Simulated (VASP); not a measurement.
Wanted: the native input for a VASP 6.6.1 run.

| Item | Value |
| --- | --- |
| Task | single point |
| Functional | r2SCAN |
| Potentials or basis | VASP PAW PBE potentials, release 64 (K_sv, Br) |
| Cutoff | 520 eV |
| k mesh | 6 × 6 × 6 |
| Occupations | gaussian, width 0.05 eV |
| Spin | no spin polarisation |
| Dipole correction | no |
| Further INCAR settings | ALGO = Normal; EDIFF = 1e-06; NBANDS = 15 |

The system is KBr.

```
K Br
1.0
     0.00000    3.42420    3.02910
     3.42420    0.00000    3.02910
     3.42420    3.42420    0.00000
K Br
1 1
Cartesian
  0.0000 0.0000 0.0000
  3.4242 3.4242 3.0291
```

This cell differs from its parent crystal: strain +0.040 along x and y, -0.080 along z.

The input as run:

POSCAR

```
KBr
1.0
    0.0000000000      3.4242000000      3.0291000000
    3.4242000000      0.0000000000      3.0291000000
    3.4242000000      3.4242000000      0.0000000000
K Br
1 1
Direct
    0.0000000000      0.0000000000      0.0000000000
    0.5000000000      0.5000000000      0.5000000000
```

INCAR.step1

```
SYSTEM = KBr
PREC = Accurate
ENCUT = 520
ISMEAR = 0
SIGMA = 0.05
LREAL = .False.
LASPH = .True.
NELM = 80
NBANDS = 15
GGA = PE
ALGO = Normal
EDIFF = 1E-4
LWAVE = .True.
LCHARG = .False.
```

INCAR.step2

```
SYSTEM = KBr
PREC = Accurate
ENCUT = 520
EDIFF = 1E-6
ISMEAR = 0
SIGMA = 0.05
LREAL = .False.
LASPH = .True.
NELM = 80
ALGO = Normal
ISIF = 2
LWAVE = .False.
LCHARG = .True.
METAGGA = R2SCAN
LMIXTAU = .True.
LELF = .True.
LVHAR = .True.
NBANDS = 15
ISTART = 1
```

KPOINTS

```
Automatic mesh
0
Gamma
  6 6 6
  0 0 0
```

Potentials or basis: VASP PAW PBE potentials, release 64 (K_sv, Br).

Command:

```sh
$ cat potpaw_PBE.64/K_sv/POTCAR potpaw_PBE.64/Br/POTCAR > POTCAR
$ cp INCAR.step1 INCAR
$ mpirun -np 1 vasp_std > vasp.out
$ cp INCAR.step2 INCAR
$ mpirun -np 1 vasp_std > vasp.out
```

It gave:

```yaml
Pressure: 1.1 GPa
Band_gap_on_the_k_mesh: 4.98 eV, direct
```

Caveat: the cell differs from its parent crystal (strain +0.040 along x and y, -0.080 along z); the PAW data sets were made with another functional, which shifts forces and pressure a little.

Run time: 89 s on 1 thread of AMD EPYC 9R45 96-Core Processor (Zen 5) (shared host), peak memory 0.2 GiB.
